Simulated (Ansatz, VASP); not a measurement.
# YAlC4N4 in VASP and in Ansatz

```
Y Al C N
1.0
     7.77139    0.00000    0.00000
     0.00000    7.77139    0.00000
     0.00000    0.00000    3.66421
Y Al C N
1 1 4 4
Direct
  0.50000 0.50000 0.00000
  0.00000 0.00000 0.00000
  0.18194 0.81806 0.00000
  0.81806 0.18194 0.00000
  0.18194 0.18194 0.00000
  0.81806 0.81806 0.00000
  0.28877 0.71123 0.00000
  0.71123 0.28877 0.00000
  0.28877 0.28877 0.00000
  0.71123 0.71123 0.00000
```

Alike in both runs: task relaxation of cell and atoms; functional PBE; k mesh 2 × 2 × 6; occupations gaussian, width 0.1 eV; no spin polarisation.

|  | VASP | Ansatz |
| --- | --- | --- |
| version | VASP 6.6.1 | Ansatz 0.2.0 |
| potentials or method | VASP PAW PBE potentials, release 64 (Y_sv, Al, C, N), cutoff 600 eV | scalar-relativistic, plane waves, PAW |
| valence electrons in the cell | 50 | 50 |

|  | VASP | Ansatz | Ansatz less VASP |
| --- | --- | --- | --- |
| gap on the k mesh at the Fermi level, each at its own relaxed structure (eV) | 0.21 | 0.23 | +0.020 |
| relaxed volume (Å³/atom) | 21.74 | 21.95 | +0.210 |
| relaxed cell length with the largest relative difference (Å) | 3.545 | 3.577 | +0.0322 |

Noted on VASP's run: the standard files for N, O and F lose accuracy on very short bonds.
